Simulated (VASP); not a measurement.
# MnO (Fm-3m) in VASP: further runs

MnO is run at these levels: PBEsol+U; tasks: single point.

Program: VASP 6.6.1. These are calculated values, not measurements. Logs are shortened: lines on timing, memory, paths and dates and some standing lists are left out, and cuts for length are marked.

**1. The cell of the first run**

The structure is cubic, space group Fm-3m (No. 225). The conventional cell has a = 4.442 Å, b = 4.442 Å, c = 4.442 Å, α = 90.00°, β = 90.00°, γ = 90.00°. Within 2.9 Å of Mn (site symmetry m-3m) lie 6 O at 2.22 Å. Within 2.9 Å of O (site symmetry m-3m) lie 6 Mn at 2.22 Å.

**2. Single point, PBEsol+U, collinear spin**

File INCAR:

```
ALGO = Normal ; EDIFF = 1E-6
ENCUT = 520 ; GGA = PS
ISIF = 2 ; ISMEAR = -1
ISPIN = 2 ; ISYM = 0
LASPH = T ; LCHARG = F
LDAU = T ; LDAUJ = 0 0
LDAUL = 2 -1 ; LDAUPRINT = 1
LDAUTYPE = 2 ; LDAUU = 4.3 0
LMAXMIX = 4 ; LORBIT = 11
LREAL = F ; LWAVE = F
MAGMOM = 0 4.5 0 0 ; NBANDS = 31
NELM = 150 ; PREC = Accurate
SIGMA = 0.03
```

File KPOINTS:

```
k-points
0
Gamma
  5 8 7
```

File POSCAR:

```
MnO
1.0
   -2.2210000000     -4.4420000000     -2.2210000000
   -2.2210000000      0.0000000000     -2.2210000000
    2.2210000000      0.0000000000     -2.2210000000
Mn O
2 2
Direct
    0.0000000000      0.0000000000      0.0000000000
    0.5000000000      0.0000000000      0.5000000000
    0.0000000000      0.5000000000      0.5000000000
    0.5000000000      0.5000000000      0.0000000000
```

Potentials or basis: VASP PAW PBE potentials, release 64 (Mn_pv, O).

Command:

```
> cat potpaw_PBE.64/Mn_pv/POTCAR potpaw_PBE.64/O/POTCAR > POTCAR
> mpirun -np 1 vasp_std > vasp.out
```

OUTCAR:

```text
EDIFF = 1E-6
   ENCUT = 520
   GGA = PS
   ISIF = 2
   ISMEAR = -1
   ISPIN = 2
   ISYM = 0
   LASPH = T
   LORBIT = 11
   LREAL = F
   NELM = 150
   PREC = Accurate

 ion  position               nearest neighbor table
   1  0.000  0.000  0.000-   3 2.22   3 2.22   3 2.22   4 2.22   3 2.22   4 2.22   2 3.14   2 3.14
                             2 3.14   2 3.14   2 3.14   2 3.14   2 3.14   2 3.14
   2  0.500  0.000  0.500-   4 2.22   4 2.22   3 2.22   4 2.22   4 2.22   3 2.22   1 3.14   1 3.14
                             1 3.14   1 3.14   1 3.14   1 3.14   1 3.14   1 3.14
   3  0.000  0.500  0.500-   1 2.22   1 2.22   1 2.22   2 2.22   1 2.22   2 2.22
   4  0.500  0.500  0.000-   2 2.22   2 2.22   1 2.22   2 2.22   2 2.22   1 2.22

IMPORTANT INFORMATION: All symmetrisations will be switched off!
NOSYMM: (Re-)initialisation of all symmetry stuff for point group C_1.

----------------------------------------------------------------------------------------

                                     Primitive cell

  volume of cell :      43.8234

  direct lattice vectors                    reciprocal lattice vectors
    -2.221000000 -4.442000000 -2.221000000     0.000000000 -0.225123818  0.000000000
    -2.221000000  0.000000000 -2.221000000    -0.225123818  0.225123818 -0.225123818
     2.221000000  0.000000000 -2.221000000     0.225123818  0.000000000 -0.225123818

  length of vectors
     5.440316719  3.140968322  3.140968322     0.225123818  0.389925891  0.318373157

  position of ions in fractional coordinates (direct lattice)
     0.000000000  0.000000000  0.000000000
     0.500000000  0.000000000  0.500000000
     0.000000000  0.500000000  0.500000000
     0.500000000  0.500000000  0.000000000

  ion indices of the primitive-cell ions
   primitive index   ion index
                 1           1
                 2           2
                 3           3
                 4           4

----------------------------------------------------------------------------------------

 KPOINTS: k-points

Automatic generation of k-mesh.
 Grid dimensions read from file:
 generate k-points for:    5    8    7

 Generating k-lattice:

  Cartesian coordinates                     Fractional coordinates (reciprocal lattice)
     0.000000000 -0.045024764  0.000000000     0.200000000  0.000000000  0.000000000
    -0.028140477  0.028140477 -0.028140477     0.000000000  0.125000000  0.000000000
     0.032160545  0.000000000 -0.032160545     0.000000000  0.000000000  0.142857143

  Length of vectors
     0.045024764  0.048740736  0.045481880

  Shift w.r.t. Gamma in fractional coordinates (k-lattice)
     0.000000000  0.000000000  0.000000000

 -----------------------------------------------------------------------------
|                                                                             |
|           W    W    AA    RRRRR   N    N  II  N    N   GGGG   !!!           |
|           W    W   A  A   R    R  NN   N  II  NN   N  G    G  !!!           |
|           W    W  A    A  R    R  N N  N  II  N N  N  G       !!!           |
|           W WW W  AAAAAA  RRRRR   N  N N  II  N  N N  G  GGG   !            |
[... 123 lines left out ...]
  0.0000 -0.0002  0.1037 -0.0000 -0.0063
 -0.0001 -0.0002 -0.0000  0.0226 -0.0000
 -0.0004  0.0001 -0.0063 -0.0000  0.0964

 occupancies and eigenvectors

  o =  0.0226  v =  0.0000  0.0000  0.0000  0.0000  0.0000 -0.0001 -0.0002 -0.0000 -1.0000 -0.0001      0.0000  0.0000  0.0000  0.0000  0.0000  0.0000  0.0000  0.0000  0.0000  0.0000
  o =  0.0928  v =  0.0000  0.0000  0.0000  0.0000  0.0000 -0.0004 -0.0001 -0.4997  0.0001 -0.8662      0.0000  0.0000  0.0000  0.0000  0.0000  0.0000  0.0000  0.0000  0.0000  0.0000
  o =  0.1074  v =  0.0000  0.0000  0.0000  0.0000  0.0000  0.0003 -0.0003 -0.8662 -0.0000  0.4997      0.0000  0.0000  0.0000  0.0000  0.0000  0.0000  0.0000  0.0000  0.0000  0.0000
  o =  0.1096  v =  0.0001  0.0005  0.4998  0.0001  0.8661  0.0000  0.0000  0.0000  0.0000  0.0000      0.0000  0.0000  0.0000  0.0000  0.0000  0.0000  0.0000  0.0000  0.0000  0.0000
  o =  0.1223  v = -0.0001  0.0001  0.8661 -0.0000 -0.4998  0.0000  0.0000  0.0000  0.0000  0.0000      0.0000  0.0000  0.0000  0.0000  0.0000  0.0000  0.0000  0.0000  0.0000  0.0000
  o =  0.9073  v =  0.0000  0.0000  0.0000  0.0000  0.0000  0.6944 -0.7196  0.0002  0.0001 -0.0004      0.0000  0.0000  0.0000  0.0000  0.0000  0.0000  0.0000  0.0000  0.0000  0.0000
  o =  0.9075  v =  0.0000  0.0000  0.0000  0.0000  0.0000 -0.7196 -0.6944  0.0002  0.0002  0.0003      0.0000  0.0000  0.0000  0.0000  0.0000  0.0000  0.0000  0.0000  0.0000  0.0000
  o =  0.9279  v = -0.7064  0.7078 -0.0002 -0.0010 -0.0002  0.0000  0.0000  0.0000  0.0000  0.0000      0.0000  0.0000  0.0000  0.0000  0.0000  0.0000  0.0000  0.0000  0.0000  0.0000
  o =  0.9281  v =  0.7078  0.7064 -0.0002  0.0006 -0.0003  0.0000  0.0000  0.0000  0.0000  0.0000      0.0000  0.0000  0.0000  0.0000  0.0000  0.0000  0.0000  0.0000  0.0000  0.0000
  o =  0.9383  v =  0.0011 -0.0003  0.0000 -1.0000  0.0001  0.0000  0.0000  0.0000  0.0000  0.0000      0.0000  0.0000  0.0000  0.0000  0.0000  0.0000  0.0000  0.0000  0.0000  0.0000

atom =   2  type =  1  l = 2

 onsite density matrix

spin component  1

  0.9407 -0.0000  0.0000  0.0000  0.0000
 -0.0000  0.9407 -0.0000  0.0000 -0.0000
  0.0000 -0.0000  0.9767 -0.0000  0.0001
  0.0000  0.0000 -0.0000  0.9409 -0.0000
  0.0000 -0.0000  0.0001 -0.0000  0.9769

spin component  2

  0.0225 -0.0000  0.0000  0.0000 -0.0000
 -0.0000  0.0225 -0.0000  0.0000  0.0000
  0.0000 -0.0000  0.0708 -0.0000 -0.0021
  0.0000  0.0000 -0.0000  0.0184 -0.0000
 -0.0000  0.0000 -0.0021 -0.0000  0.0683

 occupancies and eigenvectors

  o =  0.0184  v =  0.0000  0.0000  0.0000  0.0000  0.0000 -0.0000 -0.0001  0.0000  1.0000  0.0000      0.0000  0.0000  0.0000  0.0000  0.0000  0.0000  0.0000  0.0000  0.0000  0.0000
  o =  0.0225  v =  0.0000  0.0000  0.0000  0.0000  0.0000  0.9970  0.0769 -0.0000  0.0000  0.0000      0.0000  0.0000  0.0000  0.0000  0.0000  0.0000  0.0000  0.0000  0.0000  0.0000
  o =  0.0225  v =  0.0000  0.0000  0.0000  0.0000  0.0000 -0.0769  0.9970  0.0000  0.0001 -0.0000      0.0000  0.0000  0.0000  0.0000  0.0000  0.0000  0.0000  0.0000  0.0000  0.0000
  o =  0.0671  v =  0.0000  0.0000  0.0000  0.0000  0.0000  0.0000 -0.0000 -0.5000  0.0000 -0.8660      0.0000  0.0000  0.0000  0.0000  0.0000  0.0000  0.0000  0.0000  0.0000  0.0000
  o =  0.0720  v =  0.0000  0.0000  0.0000  0.0000  0.0000 -0.0000  0.0000 -0.8660  0.0000  0.5000      0.0000  0.0000  0.0000  0.0000  0.0000  0.0000  0.0000  0.0000  0.0000  0.0000
  o =  0.9407  v = -0.6936 -0.7204 -0.0000  0.0007 -0.0000  0.0000  0.0000  0.0000  0.0000  0.0000      0.0000  0.0000  0.0000  0.0000  0.0000  0.0000  0.0000  0.0000  0.0000  0.0000
  o =  0.9407  v =  0.7204 -0.6936 -0.0000 -0.0000 -0.0000  0.0000  0.0000  0.0000  0.0000  0.0000      0.0000  0.0000  0.0000  0.0000  0.0000  0.0000  0.0000  0.0000  0.0000  0.0000
  o =  0.9409  v = -0.0005 -0.0005 -0.0000 -1.0000 -0.0000  0.0000  0.0000  0.0000  0.0000  0.0000      0.0000  0.0000  0.0000  0.0000  0.0000  0.0000  0.0000  0.0000  0.0000  0.0000
  o =  0.9766  v =  0.0000 -0.0000  0.8660 -0.0000 -0.5000  0.0000  0.0000  0.0000  0.0000  0.0000      0.0000  0.0000  0.0000  0.0000  0.0000  0.0000  0.0000  0.0000  0.0000  0.0000
  o =  0.9769  v = -0.0000  0.0000 -0.5000  0.0000 -0.8660  0.0000  0.0000  0.0000  0.0000  0.0000      0.0000  0.0000  0.0000  0.0000  0.0000  0.0000  0.0000  0.0000  0.0000  0.0000

 number of electron      38.0000004 magnetization       5.9997982

 Free energy of the ion-electron system (eV)
  ---------------------------------------------------
  ext. energy  EPLUGINS =         0.00000000
  ---------------------------------------------------
  free energy    TOTEN  =       -29.07469208 eV

  energy without entropy =      -29.07462748  energy(sigma->0) =      -29.07465978

 E-fermi :   6.9744     XC(G=0): -12.1213

 val. band max:        6.8848386892   @ k =   0.0000   0.5000   0.0000
 cond. band min:       7.0744518717   @ k =   0.0000   0.0000   0.0000
 fundamental gap:      0.1896131825
 Fermi energy:         6.9743846176

 spin component 1

 k-point     1 :       0.0000    0.0000    0.0000
  band No.  band energies     occupation
      1     -42.7919      1.00000
      2     -42.7541      1.00000
      3     -42.7541      1.00000
      4     -42.0877      1.00000
      5     -42.0873      1.00000
      6     -40.4601      1.00000
[... 1625 lines left out ...]
     30      21.6880      0.00000
     31      21.7580      0.00000

 [... further k-points ...]

------------------------ aborting loop because EDIFF is reached ----------------------------------------

  FORCE on cell =-STRESS in cart. coord.  units (eV):
  Direction    XX          YY          ZZ          XY          YZ          ZX
  --------------------------------------------------------------------------------------
  -------------------------------------------------------------------------------------
  Total       -4.2681567     -2.5388182     -4.2683886     -0.0002321     -0.0004100      0.0002620
  in kB     -156.0433506    -92.8189201   -156.0518317     -0.0084872     -0.0149911      0.0095786
  external PRESSURE =    -134.9713674 kB  Pullay stress =       0.0000000 kB

 VOLUME and BASIS-vectors are now :
 -----------------------------------------------------------------------------
  energy-cutoff  :      520.00
  volume of cell :       43.82
      direct lattice vectors                 reciprocal lattice vectors
    -2.221000000 -4.442000000 -2.221000000     0.000000000 -0.225123818  0.000000000
    -2.221000000  0.000000000 -2.221000000    -0.225123818  0.225123818 -0.225123818
     2.221000000  0.000000000 -2.221000000     0.225123818  0.000000000 -0.225123818

 POSITION                                       TOTAL-FORCE (eV/Angst)
 -----------------------------------------------------------------------------------
      0.00000      0.00000      0.00000        -0.000000      0.000000     -0.000000
      0.00000     -2.22100     -2.22100         0.000000     -0.000000     -0.000000
      0.00000      0.00000     -2.22100         0.000000     -0.000000      0.000000
     -2.22100     -2.22100     -2.22100         0.000000     -0.000000     -0.000000
 -----------------------------------------------------------------------------------
    total drift:                               -0.000000      0.000000      0.000000

  FREE ENERGIE OF THE ION-ELECTRON SYSTEM (eV)
  ---------------------------------------------------
  free  energy   TOTEN  =       -29.0746920800 eV

  energy  without entropy=      -29.0746274814  energy(sigma->0) =      -29.07465978

 total charge

# of ion       s       p       d       tot
------------------------------------------
    1        0.195   6.169   5.040  11.403
    2        0.209   6.182   4.958  11.349
    3        1.540   3.417   0.000   4.957
    4        1.543   3.424   0.000   4.967
--------------------------------------------------
tot          3.486  19.191   9.998  32.675

 magnetization (x)

# of ion       s       p       d       tot
------------------------------------------
    1        0.006   0.001   0.987   0.993
    2        0.032   0.029   4.563   4.623
    3        0.007   0.039   0.000   0.046
    4        0.014   0.063   0.000   0.078
--------------------------------------------------
tot          0.058   0.132   5.550   5.740
```

Run time: 19 min. Hardware: 1 thread of Intel Xeon 8259CL, shared host; peak memory 0.38 GiB.

Results:

* Free energy: -29.0747 eV
* Pressure: -13.5 GPa
* Band gap on the k mesh: 0.19 eV
* Net moment: 6.00 μB per cell
* Site moments: Mn +0.99, +4.62; O +0.05, +0.08 μB
* Valence electrons inside the program's atomic spheres: Mn 11.40, 11.35; O 4.96, 4.97

Eigenvalues of the final occupation matrices:
```tsv
site	spin	trace	eigenvalues
site 1 d	1	3.03	0.11 0.12 0.93 0.93 0.94
site 1 d	2	2.04	0.02 0.09 0.11 0.91 0.91
site 2 d	1	4.78	0.94 0.94 0.94 0.98 0.98
site 2 d	2	0.20	0.02 0.02 0.02 0.07 0.07
```

Caveat: the stress differs along the axes, from -16 to -9 GPa; semilocal functionals underestimate gaps, and a narrow one can read as zero; the PAW data sets were made with another functional, which shifts forces and pressure a little. A k mesh can miss the band edges.

**3. Single point, PBEsol+U, collinear spin, ferromagnetic start**

File INCAR:

```
SYSTEM = MnO
  PREC = Accurate
  ENCUT = 520
  EDIFF = 1E-6
  ISMEAR = -1
  SIGMA = 0.03
  LREAL = .FALSE.
  LASPH = .TRUE.
  NELM = 150
  ALGO = Normal
  ISIF = 2
  LWAVE = .FALSE.
  LCHARG = .TRUE.
  ISPIN = 2
  MAGMOM = 4.5 4.5 0 0
  LORBIT = 11
  LMAXMIX = 4
  LDAU = .TRUE.
  LDAUTYPE = 2
  LDAUL = 2 -1
  LDAUU = 4.3 0
  LDAUJ = 0 0
  LDAUPRINT = 1
  GGA = PS
  LELF = .TRUE.
  LVHAR = .TRUE.
  NBANDS = 31
  ISYM = 0
```

File KPOINTS:

```
regular mesh
0
G
  5 8 7
  0 0 0
```

POSCAR is that of step 2.

Potentials or basis: VASP PAW PBE potentials, release 64 (Mn_pv, O).

Command:

```
> cat potpaw_PBE.64/Mn_pv/POTCAR potpaw_PBE.64/O/POTCAR > POTCAR
> mpirun -np 1 vasp_std > vasp.out
```

It took 4.1 min on 1 thread of Intel Xeon Platinum 8259CL at 2.50GHz (Skylake/Cascade Lake), shared host; peak memory 0.37 GiB.

The run converged. Its results:

```yaml
Free_energy: -32.3280 eV
Pressure: 1.9 GPa
Band_gap_on_the_k_mesh: 0.18 eV
Net_moment: 10.00 μB per cell
Site_moments: Mn +4.62; O +0.14 μB
Valence_electrons_inside_the_program's_atomic_spheres: Mn 11.36; O 4.99
```

Levels at points of the mesh, in eV from the valence-band top:
Spin up:
```tsv
k point	band 20	band 21	band 22	band 23	band 24	band 25	band 26	band 27	band 28	band 29
(0.00, 0.00, 0.00)	-3.21	-3.10	-2.76	-2.76	-2.76	0.18	5.57	8.61	10.23	14.34
(0.00, 0.50, 0.00)	-2.60	0.00	0.00	0.00	0.00	4.06	4.06	8.48	8.48	12.42
```
Spin down:
```
           k point  band 10  band 11  band 12  band 13  band 14  band 15  band 16  band 17  band 18  band 19
(0.00, 0.00, 0.00)    -3.44    -3.44    -2.43    -2.43    -2.43     1.36     1.54     3.35     3.35     3.35
(0.00, 0.50, 0.00)    -6.46    -3.62    -3.62    -3.62    -3.62     4.45     4.45     4.79     4.79     4.79
```

Eigenvalues of the final occupation matrices:
| site | spin | trace | eigenvalues |
| --- | --- | --- | --- |
| site 1 d | 1 | 4.78 | 0.94 0.94 0.94 0.98 0.98 |
| site 1 d | 2 | 0.20 | 0.02 0.02 0.02 0.07 0.07 |
| site 2 d | 1 | 4.78 | 0.94 0.94 0.94 0.98 0.98 |
| site 2 d | 2 | 0.20 | 0.02 0.02 0.02 0.07 0.07 |

Caveat: semilocal functionals underestimate gaps, and a narrow one can read as zero; the PAW data sets were made with another functional, which shifts forces and pressure a little; the run started ferromagnetic, and an antiferromagnetic order may lie lower in energy. The state reached can hang on the start; a lower one may exist.

(Part 1 of 2 ends here.)
